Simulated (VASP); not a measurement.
# Ni (Fm-3m) in VASP: notebook

The runs below take Ni through single point, relaxation of cell and atoms, with RPBE.

Everything below comes from runs of VASP 6.6.1. Logs are shortened: lines on timing, memory, paths and dates and some standing lists are left out, and cuts for length are marked.

## 1. The cell of the first run

The structure is cubic, space group Fm-3m (No. 225). The conventional cell has a = 3.685 Å, b = 3.685 Å, c = 3.685 Å, α = 90.00°, β = 90.00°, γ = 90.00°. Ni (site symmetry m-3m) has 12 Ni at 2.61 Å within 3.4 Å.

## 2. Single point, RPBE (volume scaled by 1.12)

The input, INCAR:

```
SYSTEM = Ni
  PREC = Accurate
  ENCUT = 520
  EDIFF = 1E-7
  ISMEAR = -1
  SIGMA = 0.1
  LREAL = .False.
  LASPH = .True.
  NELM = 60
  ALGO = Normal
  ISIF = 2
  LWAVE = .False.
  LCHARG = .False.
  GGA = RP
  NBANDS = 11
```

The input, KPOINTS:

```
Automatic mesh
0
Gamma
  25 25 25
  0 0 0
```

The input, POSCAR:

```
Ni
1.0
    0.0000000000      1.8423940035      1.8423940035
    1.8423940035      0.0000000000      1.8423940035
    1.8423940035      1.8423940035      0.0000000000
Ni
1
Direct
    0.0000000000      0.0000000000      0.0000000000
```

Potentials or basis: VASP PAW PBE potentials, release 64 (Ni).

Launch:

```
> cat potpaw_PBE.64/Ni/POTCAR > POTCAR
> mpirun -np 1 vasp_std > vasp.out
```

OUTCAR:

```text
SYSTEM = Ni
   PREC = Accurate
   ENCUT = 520
   EDIFF = 1E-7
   ISMEAR = -1
   LREAL = .False.
   LASPH = .True.
   NELM = 60
   ISIF = 2
   GGA = RP

 ion  position               nearest neighbor table
   1  0.000  0.000  0.000-

  LATTYP: Found a face centered cubic cell.
 ALAT       =     3.6847880070

  Lattice vectors:

 A1 = (   0.0000000000,   1.8423940035,   1.8423940035)
 A2 = (   1.8423940035,   0.0000000000,   1.8423940035)
 A3 = (   1.8423940035,   1.8423940035,   0.0000000000)

Analysis of symmetry for initial positions (statically):
=====================================================================
 Subroutine PRICEL returns:
 Original cell was already a primitive cell.

 Routine SETGRP: Setting up the symmetry group for a
 face centered cubic supercell.

 Subroutine GETGRP returns: Found 48 space group operations
 (whereof 48 operations were pure point group operations)
 out of a pool of 48 trial point group operations.

The static configuration has the point symmetry O_h .

Analysis of symmetry for dynamics (positions and initial velocities):
=====================================================================
 Subroutine PRICEL returns:
 Original cell was already a primitive cell.

 Routine SETGRP: Setting up the symmetry group for a
 face centered cubic supercell.

 Subroutine GETGRP returns: Found 48 space group operations
 (whereof 48 operations were pure point group operations)
 out of a pool of 48 trial point group operations.

The dynamic configuration has the point symmetry O_h .

 Subroutine INISYM returns: Found 48 space group operations
 (whereof 48 operations are pure point group operations),
 and found     1 'primitive' translations

----------------------------------------------------------------------------------------

                                     Primitive cell

  volume of cell :      12.5077

  direct lattice vectors                    reciprocal lattice vectors
     0.000000000  1.842394003  1.842394003    -0.271386033  0.271386033  0.271386033
     1.842394003  0.000000000  1.842394003     0.271386033 -0.271386033  0.271386033
     1.842394003  1.842394003  0.000000000     0.271386033  0.271386033 -0.271386033

  length of vectors
     2.605538587  2.605538587  2.605538587     0.470054398  0.470054398  0.470054398

  position of ions in fractional coordinates (direct lattice)
     0.000000000  0.000000000  0.000000000

  ion indices of the primitive-cell ions
[... 79 lines left out ...]
   NFREE  =      0    steps in history (QN), initial steepest desc. (CG)
   ISIF   =      2    stress and relaxation
   ISYM   =      2    0-nonsym 1-usesym 2-fastsym
   POTIM  = 0.5000    time-step for ionic-motion
   TEBEG  =    0.0;   TEEND  =   0.0 temperature during run
   PSTRESS=    0.0 pullay stress
   NELECT =      10.0000    total number of electrons
   NUPDOWN=      -1.0000    fix difference up-down
   EMIN   =  10.00;   EMAX   =-10.00  energy-range for DOS
   EFERMI =   0.00;   METHOD = LEGACY
   ISMEAR =    -1;   SIGMA  =   0.10  broadening in eV -4-tet -1-fermi 0-gaus
   EFERMI_NEDOS =   21; number of points for ismear=-14 and -15
   IALGO  =     38    algorithm
   IMIX   =      4    mixing-type and parameters
     AMIX     =   0.40;   BMIX     =  1.00
     AMIX_MAG =   1.60;   BMIX_MAG =  1.00
  volume/ion in A,a.u.               =      12.51        84.41
  Fermi-wavevector in a.u.,A,eV,Ry     =   1.519436  2.871317 31.411564  2.308685
  Thomas-Fermi vector in A             =   2.628422
   LORBIT       =      0    0 simple, 1 ext, 2 COOP (PROOUT), +10 PAW based schemes
   GGA     = RP    functional components
   LHFCALC =     F    Hartree Fock is set to
   AEXX    =    0.0000 exact exchange contribution
   IVDW    =     0    specifies the selected vdW correction
   LEPSILON=     F    determine dielectric tensor
   LRPA    =     F    only Hartree local field effects (RPA)
 non-spin polarized calculation
  energy-cutoff  :      520.00
  volume of cell :       12.51
 maximum number of plane-waves:       347
   NGX =  9   NGY =  9   NGZ =  9

 number of electron      10.0000010 magnetization

 Free energy of the ion-electron system (eV)
  ---------------------------------------------------
  ext. energy  EPLUGINS =         0.00000000
  ---------------------------------------------------
  free energy    TOTEN  =        -4.87387791 eV

  energy without entropy =       -4.77623906  energy(sigma->0) =       -4.82505849

 E-fermi :   7.5219     XC(G=0): -12.3229

 val. band max:        7.5217380685   @ k =  -0.3200   0.4000   0.1600
 cond. band min:       7.5238566393   @ k =  -0.3600   0.4000   0.1600
 fundamental gap:      0.0021185708
 Fermi energy:         7.5218998963

 k-point     1 :       0.0000    0.0000    0.0000
  band No.  band energies     occupation
      1      -0.4009      2.00000
      2       5.9957      2.00000
      3       5.9957      2.00000
      4       5.9957      2.00000
      5       6.8751      1.99690
      6       6.8751      1.99690
      7      30.0707      0.00000
      8      33.0471      0.00000
      9      33.0471      0.00000
     10      33.0471      0.00000
     11      35.6807      0.00000
[... 309 lines left out ...]
 k-point    24 :       0.4400    0.0400    0.0000
  band No.  band energies     occupation
      1       3.7088      2.00000
      2       5.9601      2.00000
      3       6.0084      2.00000
      4       6.7122      1.99939
      5       7.4416      1.38117
      6       7.6284      0.51283
      7      13.8828      0.00000
      8      28.4828      0.00000
      9      29.3096      0.00000
     10      30.1450      0.00000
     11      33.5727      0.00000

 [... further k-points ...]

------------------------ aborting loop because EDIFF is reached ----------------------------------------

  FORCE on cell =-STRESS in cart. coord.  units (eV):
  Direction    XX          YY          ZZ          XY          YZ          ZX
  --------------------------------------------------------------------------------------
  -------------------------------------------------------------------------------------
  Total       -1.1752178     -1.1752178     -1.1752178     -0.0000000      0.0000000     -0.0000000
  in kB     -150.5398261   -150.5398261   -150.5398261     -0.0000000      0.0000000     -0.0000000
  external PRESSURE =    -150.5398261 kB  Pullay stress =       0.0000000 kB

 VOLUME and BASIS-vectors are now :
 -----------------------------------------------------------------------------
  energy-cutoff  :      520.00
  volume of cell :       12.51
      direct lattice vectors                 reciprocal lattice vectors
     0.000000000  1.842394003  1.842394003    -0.271386033  0.271386033  0.271386033
     1.842394003  0.000000000  1.842394003     0.271386033 -0.271386033  0.271386033
     1.842394003  1.842394003  0.000000000     0.271386033  0.271386033 -0.271386033

 POSITION                                       TOTAL-FORCE (eV/Angst)
 -----------------------------------------------------------------------------------
      0.00000      0.00000      0.00000         0.000000      0.000000      0.000000
 -----------------------------------------------------------------------------------
    total drift:                                0.000000      0.000000      0.000000

  FREE ENERGIE OF THE ION-ELECTRON SYSTEM (eV)
  ---------------------------------------------------
  free  energy   TOTEN  =        -4.8738779135 eV

  energy  without entropy=       -4.7762390627  energy(sigma->0) =       -4.82505849
```

OSZICAR:

```text
N       E                     dE             d eps       ncg     rms          rms(c)
DAV:   1     0.299739172590E+02    0.29974E+02   -0.49292E+03 10230   0.120E+03
DAV:   2    -0.481073807799E+01   -0.34785E+02   -0.33054E+02 10361   0.167E+02
DAV:   3    -0.577705494234E+01   -0.96632E+00   -0.95544E+00 11327   0.332E+01
DAV:   4    -0.578535978836E+01   -0.83048E-02   -0.83023E-02 11153   0.276E+00
DAV:   5    -0.578555439394E+01   -0.19461E-03   -0.19460E-03 11357   0.404E-01    0.841E+00
DAV:   6    -0.534940214437E+01    0.43615E+00   -0.16850E+01 11823   0.542E+01    0.696E+00
DAV:   7    -0.488636647790E+01    0.46304E+00   -0.37046E+00 11749   0.233E+01    0.134E+00
DAV:   8    -0.487533517526E+01    0.11031E-01   -0.18746E-02 13575   0.134E+00    0.414E-01
DAV:   9    -0.487386937912E+01    0.14658E-02   -0.33191E-03 14846   0.467E-01    0.874E-02
DAV:  10    -0.487388147031E+01   -0.12091E-04   -0.20908E-05 10460   0.525E-02    0.414E-02
DAV:  11    -0.487387793195E+01    0.35384E-05   -0.14403E-06 12238   0.144E-02    0.226E-03
DAV:  12    -0.487387791355E+01    0.18403E-07   -0.39018E-08  6352   0.157E-03
   1 F= -.48738779E+01 E0= -.48250585E+01  d E =-.976389E-01
```

stdout:

```text
POSCAR found type information on POSCAR Ni
 POSCAR found :  1 types and       1 ions
 scaLAPACK will be used
 -----------------------------------------------------------------------------
|                                                                             |
|                                                                             |
|     You enforced a specific xc type in the INCAR file but a different       |
|     I HOPE YOU KNOW WHAT YOU ARE DOING!                                     |
|                                                                             |
 -----------------------------------------------------------------------------

 LDA part: xc-table for (Slater+PW92), standard interpolation
 POSCAR, INCAR and KPOINTS ok, starting setup
 FFT: planning ... GRIDC
 FFT: planning ... GRID_SOFT
 FFT: planning ... GRID
 WAVECAR not read
 entering main loop
```

Run time: 21 s. Hardware: 1 thread of Intel Xeon 6975P-C (Granite Rapids), shared host; peak memory 0.17 GiB.

What came out:

* Free energy: -4.8739 eV
* Pressure: -15.1 GPa
* Band gap on the k mesh: zero (band 5 reaches 7.62 eV, above the bottom of band 6 at 6.84 eV)

Caveat: the cell differs from its parent crystal (volume scaled by 1.12); the PAW data sets were made with another functional, which shifts forces and pressure a little; the run has no spin polarisation, though such a crystal can be magnetic.

## 3. Single point, RPBE, non-collinear spin, zero start, spin-orbit coupling

This run uses another cell than the first one, of 11.17 Å³/atom, 0.893 times its volume.

The input, INCAR:

```
  PREC = Accurate
  ENCUT = 520
  EDIFF = 1E-6
  ISMEAR = -1
  SIGMA = 0.1
  LREAL = F
  LASPH = T
  NELM = 150
  ALGO = Normal
  ISIF = 2
  LWAVE = F
  LCHARG = T
  MAGMOM = 0 0 0
  LORBIT = 11
  LSORBIT = T
  GGA_COMPAT = F
  LORBMOM = T
  LMAXMIX = 4
  GGA = RP
  LVHAR = T
  NBANDS = 21
```

The input, KPOINTS:

```
regular mesh
0
Gamma
  15 15 15
```

The input, POSCAR:

```
Ni
1.0
    0.0000000000      1.7740934967      1.7740934967
    1.7740934967      0.0000000000      1.7740934967
    1.7740934967      1.7740934967      0.0000000000
Ni
1
Direct
    0.0000000000      0.0000000000      0.0000000000
```

Potentials or basis: VASP PAW PBE potentials, release 64 (Ni).

Launch:

```
> cat potpaw_PBE.64/Ni/POTCAR > POTCAR
> mpirun -np 1 vasp_ncl > vasp.out
```

Run time: 26 s. Hardware: 1 thread of Intel Xeon 6975P-C (Granite Rapids), shared host; peak memory 0.18 GiB.

The run converged. Its results:

```yaml
Free_energy: -4.9546 eV
Pressure: 0.3 GPa
Net_moment: 0.00 μB per cell
Valence_electrons_inside_the_program's_atomic_spheres: Ni 9.26
```

Moments on the atoms (μB; x, y, z):
```
Ni  0.00 0.00 0.00
```

Caveat: the PAW data sets were made with another functional, which shifts forces and pressure a little.

(Part 1 of 2 ends here.)
